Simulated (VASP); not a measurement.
# LuH2 (Fm-3m) in VASP: further runs

LuH2 is run at these levels: LDA; tasks: single point.

All numbers are computed with VASP 6.6.1; they aren't measurements. Logs are shortened: lines on timing, memory, paths and dates and some standing lists are left out, and cuts for length are marked.

### 1 The cell of the first run

The structure is cubic, space group Fm-3m (No. 225). The conventional cell has a = 4.679 Å, b = 4.679 Å, c = 4.679 Å, α = 90.00°, β = 90.00°, γ = 90.00°. Within 2.7 Å of Lu (site symmetry m-3m) lie 8 H at 2.03 Å. H (site symmetry -43m) has 4 Lu at 2.03 Å and 6 H at 2.34 Å within 2.7 Å.

### 2 Single point, LDA

File INCAR:

```
ALGO = Normal ; EDIFF = 1E-7
ENCUT = 520 ; GGA = CA
ISIF = 2 ; ISMEAR = -1
LASPH = T ; LCHARG = F
LREAL = F ; LWAVE = F
NBANDS = 20 ; NELM = 100
PREC = Accurate ; SIGMA = 0.1
```

File KPOINTS:

```
k-points
0
Gamma
  9 9 9
```

File POSCAR:

```
LuH2
1.0
    0.0000000000      2.3396049455      2.3396049455
    2.3396049455      0.0000000000      2.3396049455
    2.3396049455      2.3396049455      0.0000000000
Lu H
1 2
Direct
    0.0000000000      0.0000000000      0.0000000000
    0.2500000000      0.2500000000      0.2500000000
    0.7500000000      0.7500000000      0.7500000000
```

Potentials or basis: VASP PAW PBE potentials, release 64 (Lu, H).

Run with:

```
$ cat potpaw_PBE.64/Lu/POTCAR potpaw_PBE.64/H/POTCAR > POTCAR
$ mpirun -np 1 vasp_std > vasp.out
```

OUTCAR:

```text
EDIFF = 1E-7
   ENCUT = 520
   GGA = CA
   ISIF = 2
   ISMEAR = -1
   LASPH = T
   LREAL = F
   NELM = 100
   PREC = Accurate

 ion  position               nearest neighbor table
   1  0.000  0.000  0.000-   3 2.03   3 2.03   3 2.03   2 2.03   3 2.03   2 2.03   2 2.03   2 2.03

   2  0.250  0.250  0.250-   1 2.03   1 2.03   1 2.03   1 2.03
   3  0.750  0.750  0.750-   1 2.03   1 2.03   1 2.03   1 2.03

  LATTYP: Found a face centered cubic cell.
 ALAT       =     4.6792098910

  Lattice vectors:

 A1 = (   0.0000000000,   2.3396049455,   2.3396049455)
 A2 = (   2.3396049455,   0.0000000000,   2.3396049455)
 A3 = (   2.3396049455,   2.3396049455,   0.0000000000)

Analysis of symmetry for initial positions (statically):
=====================================================================
 Subroutine PRICEL returns:
 Original cell was already a primitive cell.

 Routine SETGRP: Setting up the symmetry group for a
 face centered cubic supercell.

 Subroutine GETGRP returns: Found 48 space group operations
 (whereof 48 operations were pure point group operations)
 out of a pool of 48 trial point group operations.

The static configuration has the point symmetry O_h .

Analysis of symmetry for dynamics (positions and initial velocities):
=====================================================================
 Subroutine PRICEL returns:
 Original cell was already a primitive cell.

 Routine SETGRP: Setting up the symmetry group for a
 face centered cubic supercell.

 Subroutine GETGRP returns: Found 48 space group operations
 (whereof 48 operations were pure point group operations)
 out of a pool of 48 trial point group operations.

The dynamic configuration has the point symmetry O_h .

 Subroutine INISYM returns: Found 48 space group operations
 (whereof 48 operations are pure point group operations),
 and found     1 'primitive' translations

----------------------------------------------------------------------------------------

                                     Primitive cell

  volume of cell :      25.6128

  direct lattice vectors                    reciprocal lattice vectors
     0.000000000  2.339604946  2.339604946    -0.213711294  0.213711294  0.213711294
     2.339604946  0.000000000  2.339604946     0.213711294 -0.213711294  0.213711294
     2.339604946  2.339604946  0.000000000     0.213711294  0.213711294 -0.213711294

  length of vectors
     3.308701045  3.308701045  3.308701045     0.370158819  0.370158819  0.370158819

  position of ions in fractional coordinates (direct lattice)
     0.000000000  0.000000000  0.000000000
     0.250000000  0.250000000  0.250000000
     0.750000000  0.750000000  0.750000000

  ion indices of the primitive-cell ions
   primitive index   ion index
                 1           1
                 2           2
                 3           3

----------------------------------------------------------------------------------------

 KPOINTS: k-points

Automatic generation of k-mesh.
 Grid dimensions read from file:
 generate k-points for:    9    9    9

 Generating k-lattice:

  Cartesian coordinates                     Fractional coordinates (reciprocal lattice)
    -0.023745699  0.023745699  0.023745699     0.111111111  0.000000000  0.000000000
     0.023745699 -0.023745699  0.023745699     0.000000000  0.111111111  0.000000000
     0.023745699  0.023745699 -0.023745699     0.000000000  0.000000000  0.111111111

  Length of vectors
     0.041128758  0.041128758  0.041128758

  Shift w.r.t. Gamma in fractional coordinates (k-lattice)
     0.000000000  0.000000000  0.000000000

 Subroutine IBZKPT returns following result:
 ===========================================

 Found     35 irreducible k-points:

 Following reciprocal coordinates:
            Coordinates               Weight
  0.000000  0.000000  0.000000      1.000000
  0.111111  0.000000  0.000000      8.000000
  0.222222  0.000000  0.000000      8.000000
  0.333333  0.000000  0.000000      8.000000
  0.444444  0.000000  0.000000      8.000000
  0.111111  0.111111  0.000000      6.000000
[... 16 lines left out ...]
 -0.333333  0.333333  0.000000     12.000000
  0.444444  0.444444  0.000000      6.000000
 [... further k-points ...]
   k-points           NKPTS =     35   k-points in BZ     NKDIM =     35   number of bands    NBANDS=     20
   number of dos      NEDOS =    301   number of ions     NIONS =      3
   total plane-waves  NPLWV =  21952
   dimension x,y,z NGX =    28 NGY =   28 NGZ =   28
   dimension x,y,z NGXF=    56 NGYF=   56 NGZF=   56
   ions per type =               1   2
   NGX,Y,Z   is equivalent  to a cutoff of  14.07, 14.07, 14.07 a.u.
   NGXF,Y,Z  is equivalent  to a cutoff of  28.14, 28.14, 28.14 a.u.
 SYSTEM =  unknown system
   PREC   = accura    normal or accurate (medium, high low for compatibility)
   ISTART =      0    job   : 0-new  1-cont  2-samecut
   ICHARG =      2    charge: 1-file 2-atom 10-const
   ISPIN  =      1    spin polarized calculation?
   LNONCOLLINEAR =      F non collinear calculations
   LSORBIT =      F    spin-orbit coupling
   LASPH  =      T    aspherical Exc in radial PAW
   ENCUT  =  520.0 eV  38.22 Ry    6.18 a.u.   6.15  6.15  6.15*2*pi/ulx,y,z
   NELM   =    100;   NELMIN=  2; NELMDL= -5     # of ELM steps
   EDIFF  = 0.1E-06   stopping-criterion for ELM
   LREAL  =      F    real-space projection
   EDIFFG = 0.1E-05   stopping-criterion for IOM
   NSW    =      0    number of steps for IOM
   IBRION =     -1    ionic relax: 0-MD 1-quasi-New 2-CG
   NFREE  =      0    steps in history (QN), initial steepest desc. (CG)
   ISIF   =      2    stress and relaxation
   ISYM   =      2    0-nonsym 1-usesym 2-fastsym
   POTIM  = 0.5000    time-step for ionic-motion
   TEBEG  =    0.0;   TEEND  =   0.0 temperature during run
   PSTRESS=    0.0 pullay stress
   NELECT =      27.0000    total number of electrons
   NUPDOWN=      -1.0000    fix difference up-down
   EMIN   =  10.00;   EMAX   =-10.00  energy-range for DOS
   EFERMI =   0.00;   METHOD = LEGACY
   ISMEAR =    -1;   SIGMA  =   0.10  broadening in eV -4-tet -1-fermi 0-gaus
   EFERMI_NEDOS =   21; number of points for ismear=-14 and -15
   IALGO  =     38    algorithm
   IMIX   =      4    mixing-type and parameters
     AMIX     =   0.40;   BMIX     =  1.00
     AMIX_MAG =   1.60;   BMIX_MAG =  1.00
  volume/ion in A,a.u.               =       8.54        57.61
  Fermi-wavevector in a.u.,A,eV,Ry     =   1.666135  3.148539 37.769859  2.776006
  Thomas-Fermi vector in A             =   2.752384
   LORBIT       =      0    0 simple, 1 ext, 2 COOP (PROOUT), +10 PAW based schemes
   GGA     = CA    functional components
   LHFCALC =     F    Hartree Fock is set to
   AEXX    =    0.0000 exact exchange contribution
   IVDW    =     0    specifies the selected vdW correction
   LEPSILON=     F    determine dielectric tensor
   LRPA    =     F    only Hartree local field effects (RPA)
 non-spin polarized calculation
  energy-cutoff  :      520.00
  volume of cell :       25.61
 maximum number of plane-waves:       702
 NGX is ok and might be reduce to    28
   NGX = 13   NGY = 13   NGZ = 13

 number of electron      27.0000003 magnetization

 Free energy of the ion-electron system (eV)
  ---------------------------------------------------
  ext. energy  EPLUGINS =         0.00000000
  ---------------------------------------------------
  free energy    TOTEN  =       -13.82730888 eV

  energy without entropy =      -13.80685285  energy(sigma->0) =      -13.81708087

 E-fermi :   3.0881     XC(G=0): -12.5196

 val. band max:        2.9547251356   @ k =   0.4444   0.2222   0.0000
 cond. band min:       3.1103244949   @ k =  -0.3333   0.2222   0.0000
 fundamental gap:      0.1555993594
 Fermi energy:         3.0881192001

 k-point     1 :       0.0000    0.0000    0.0000
  band No.  band energies     occupation
      1     -52.0301      2.00000
      2     -22.6138      2.00000
      3     -22.6138      2.00000
      4     -22.6138      2.00000
      5      -6.8385      2.00000
      6      -1.8008      2.00000
[... 12 lines left out ...]
     19      15.0402      0.00000
     20      17.2257      0.00000

 k-point     2 :       0.1111    0.0000    0.0000
  band No.  band energies     occupation
      1     -52.0226      2.00000
      2     -22.7371      2.00000
      3     -22.6276      2.00000
      4     -22.6276      2.00000
      5      -6.4592      2.00000
      6      -1.8273      2.00000
[... 12 lines left out ...]
     19      13.6214      0.00000
     20      18.0937      0.00000

 k-point     3 :       0.2222    0.0000    0.0000
  band No.  band energies     occupation
      1     -52.0035      2.00000
      2     -23.0353      2.00000
      3     -22.6622      2.00000
      4     -22.6622      2.00000
      5      -5.4977      2.00000
      6      -1.8896      2.00000
[... 12 lines left out ...]
     19      12.6749      0.00000
     20      17.8225      0.00000

 k-point     4 :       0.3333    0.0000    0.0000
  band No.  band energies     occupation
      1     -51.9817      2.00000
      2     -23.3529      2.00000
      3     -22.7012      2.00000
      4     -22.7012      2.00000
      5      -4.5153      2.00000
      6      -1.8599      2.00000
[... 12 lines left out ...]
     19      14.2328      0.00000
     20      14.6736      0.00000

 k-point     5 :       0.4444    0.0000    0.0000
  band No.  band energies     occupation
      1     -51.9675      2.00000
      2     -23.5496      2.00000
      3     -22.7265      2.00000
      4     -22.7265      2.00000
      5      -4.1094      2.00000
      6      -1.7075      2.00000
[... 12 lines left out ...]
     19      12.1403      0.00000
     20      17.0450      0.00000

 k-point     6 :       0.1111    0.1111    0.0000
  band No.  band energies     occupation
      1     -52.0201      2.00000
      2     -22.7399      2.00000
      3     -22.6511      2.00000
      4     -22.6511      2.00000
      5      -6.3265      2.00000
      6      -1.8400      2.00000
[... 12 lines left out ...]
     19      13.9298      0.00000
     20      17.6721      0.00000

 k-point     7 :       0.2222    0.1111    0.0000
  band No.  band energies     occupation
      1     -52.0049      2.00000
      2     -22.9608      2.00000
      3     -22.6931      2.00000
      4     -22.6820      2.00000
      5      -5.5308      2.00000
      6      -1.9079      2.00000
[... 12 lines left out ...]
     19      13.2872      0.00000
     20      18.1200      0.00000
[... 277 lines left out ...]
 k-point    20 :       0.3333    0.3333    0.0000
  band No.  band energies     occupation
      1     -51.9658      2.00000
      2     -23.3444      2.00000
      3     -22.8492      2.00000
      4     -22.8492      2.00000
      5      -3.0586      2.00000
      6      -2.3969      2.00000
[... 12 lines left out ...]
     19      14.7888      0.00000
     20      15.6342      0.00000

 k-point    21 :       0.4444    0.3333    0.0000
  band No.  band energies     occupation
      1     -51.9538      2.00000
      2     -23.4422      2.00000
      3     -22.9316      2.00000
      4     -22.8783      2.00000
      5      -2.5666      2.00000
      6      -2.1423      2.00000
[... 12 lines left out ...]
     19      14.3594      0.00000
     20      15.2261      0.00000

 k-point    22 :      -0.4444    0.3333    0.0000
  band No.  band energies     occupation
      1     -51.9474      2.00000
      2     -23.4220      2.00000
      3     -23.0836      2.00000
      4     -22.8665      2.00000
      5      -2.5441      2.00000
      6      -1.7508      2.00000
[... 12 lines left out ...]
     19      14.9751      0.00000
     20      15.0771      0.00000

 k-point    23 :      -0.3333    0.3333    0.0000
  band No.  band energies     occupation
      1     -51.9496      2.00000
      2     -23.2707      2.00000
      3     -23.2527      2.00000
      4     -22.8191      2.00000
      5      -2.5245      2.00000
      6      -1.8203      2.00000
[... 12 lines left out ...]
     19      13.8466      0.00000
     20      15.7683      0.00000

 k-point    24 :       0.4444    0.4444    0.0000
  band No.  band energies     occupation
      1     -51.9469      2.00000
      2     -23.5292      2.00000
      3     -22.9166      2.00000
      4     -22.9166      2.00000
      5      -2.7732      2.00000
      6      -1.6859      2.00000
[... 12 lines left out ...]
     19      12.5433      0.00000
     20      13.2892      0.00000

 [... further k-points ...]

------------------------ aborting loop because EDIFF is reached ----------------------------------------

  FORCE on cell =-STRESS in cart. coord.  units (eV):
  Direction    XX          YY          ZZ          XY          YZ          ZX
  --------------------------------------------------------------------------------------
  -------------------------------------------------------------------------------------
  Total        3.3623932      3.3623932      3.3623932      0.0000000     -0.0000000      0.0000000
  in kB      210.3301319    210.3301319    210.3301319      0.0000000     -0.0000000      0.0000000
  external PRESSURE =     210.3301319 kB  Pullay stress =       0.0000000 kB

 VOLUME and BASIS-vectors are now :
 -----------------------------------------------------------------------------
  energy-cutoff  :      520.00
  volume of cell :       25.61
      direct lattice vectors                 reciprocal lattice vectors
     0.000000000  2.339604946  2.339604946    -0.213711294  0.213711294  0.213711294
     2.339604946  0.000000000  2.339604946     0.213711294 -0.213711294  0.213711294
     2.339604946  2.339604946  0.000000000     0.213711294  0.213711294 -0.213711294

 POSITION                                       TOTAL-FORCE (eV/Angst)
 -----------------------------------------------------------------------------------
      0.00000      0.00000      0.00000         0.000000     -0.000000     -0.000000
      1.16980      1.16980      1.16980        -0.000000     -0.000000     -0.000000
      3.50941      3.50941      3.50941        -0.000000      0.000000      0.000000
 -----------------------------------------------------------------------------------
    total drift:                               -0.000000     -0.000000      0.000000

  FREE ENERGIE OF THE ION-ELECTRON SYSTEM (eV)
  ---------------------------------------------------
  free  energy   TOTEN  =       -13.8273088847 eV

  energy  without entropy=      -13.8068528495  energy(sigma->0) =      -13.81708087
```

It took 25 s on 1 thread of Intel Xeon 8259CL, shared host; peak memory 0.14 GiB.

What came out:

| Property | Result |
| --- | --- |
| Free energy | -13.8273 eV |
| Pressure | 21.0 GPa |
| Band gap on the k mesh | zero (an odd number of electrons rules out a gap without spin polarisation) |

Levels at points of the mesh, in eV from the Fermi level:
| k point | band 10 | band 11 | band 12 | band 13 | band 14 | band 15 | band 16 | band 17 |
| --- | --- | --- | --- | --- | --- | --- | --- | --- |
| (0.00, 0.00, 0.00) | -4.21 | -4.21 | -4.21 | 0.36 | 1.59 | 1.59 | 1.59 | 5.13 |

Caveat: the cell stands under pressure; the PAW data sets were made with another functional, which shifts forces and pressure a little; spin-orbit coupling is left out, which moves the levels of the heavy elements.

(Part 1 of 2 ends here.)
